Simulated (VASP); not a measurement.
## Os: single point with r2SCAN

Crystal: Os.

```
Os
1.0
     0.00000    1.94500    1.94500
     2.06170    0.00000    1.94500
     2.06170    1.94500    0.00000
Os
1
Cartesian
  0.0000 0.0000 0.0000
```

This cell differs from its parent crystal: strain +0.0600 x Voigt [1, 0, 0, 0, 0, 0].

```json
{"Program": "VASP 6.6.1", "Task": "single point", "Functional": "r2SCAN", "Potentials or basis": "VASP PAW PBE potentials, release 64 (Os)", "Cutoff": "520 eV", "k mesh": "20 × 20 × 20", "Occupations": "gaussian, width 0.15 eV", "Spin": "no spin polarisation", "Dipole correction": "no", "Further INCAR settings": "ALGO = Normal; EDIFF = 1e-07; NBANDS = 10"}
```

```json
{
 "Pressure": "-33.0 GPa",
 "Band gap on the k mesh": "zero (band 4 reaches 9.91 eV, above the bottom of band 5 at 6.04 eV)"
}
```

Stress tensor (GPa, compression positive):
```
-43.81   0.00   0.00
  0.00 -27.64   0.00
  0.00   0.00 -27.64
```

Levels at points of the mesh, in eV from the Fermi level:
```csv
k point,band 1,band 2,band 3,band 4,band 5,band 6,band 7,band 8,band 9
"(0.00, 0.00, 0.00)",-10.34,-3.20,-2.38,-2.38,-0.57,0.47,15.01,19.32,21.06
"(0.50, 0.00, 0.00)",-7.08,-3.21,-2.41,-0.19,1.91,2.28,8.12,14.45,19.83
"(0.50, 0.50, 0.00)",-6.80,-6.17,1.94,2.32,2.59,3.09,11.53,11.71,12.12
"(0.00, 0.50, 0.50)",-6.90,-6.16,1.39,2.10,2.66,2.66,10.17,12.88,12.88
```

Wall time 5.6 min on 1 thread of AMD EPYC 7R13 Processor (Zen 3) (shared host), peak memory 0.2 GiB.

Caveat: the cell differs from its parent crystal (strain +0.0600 x Voigt [1, 0, 0, 0, 0, 0]); the PAW data sets were made with another functional, which shifts forces and pressure a little; spin-orbit coupling is left out, which moves the levels of the heavy elements.
